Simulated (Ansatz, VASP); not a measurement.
**Zr: VASP beside Ansatz**

```
CELL_PARAMETERS angstrom
3.11781 0.00000 0.00000
-1.55890 2.70010 0.00000
0.00000 0.00000 4.97280
ATOMIC_POSITIONS crystal
Zr 0.33333 0.66667 0.25000
Zr 0.66667 0.33333 0.75000
```

Alike in both runs: task single point; functional revPBE; k mesh 18 × 18 × 10; occupations fermi-dirac, width 0.05 eV; collinear spin.

|  | VASP | Ansatz |
| --- | --- | --- |
| version | VASP 6.6.1 | Ansatz 0.2.0 |
| potentials or method | VASP PAW PBE potentials, release 64 (Zr_sv), cutoff 520 eV | plane waves (420 eV) with PAW, scalar-relativistic |
| valence electrons in the cell | 24 | 24 |

Ansatz gave:

| Item | Value |
| --- | --- |
| pressure (GPa) | 14.3 |
| traceless stress, the component that is largest in VASP (GPa) | 1.01 |
| net moment per atom (μB) | 0.00 |

Problem. Estimate VASP's values.

Solution. Pressure (GPa): 14.3; traceless stress, the component that is largest in VASP (GPa): 1.00; net moment per atom (μB): 0.00.

VASP's potentials were made for PBE, not for revPBE. Ansatz's warnings: seeded moment not kept.
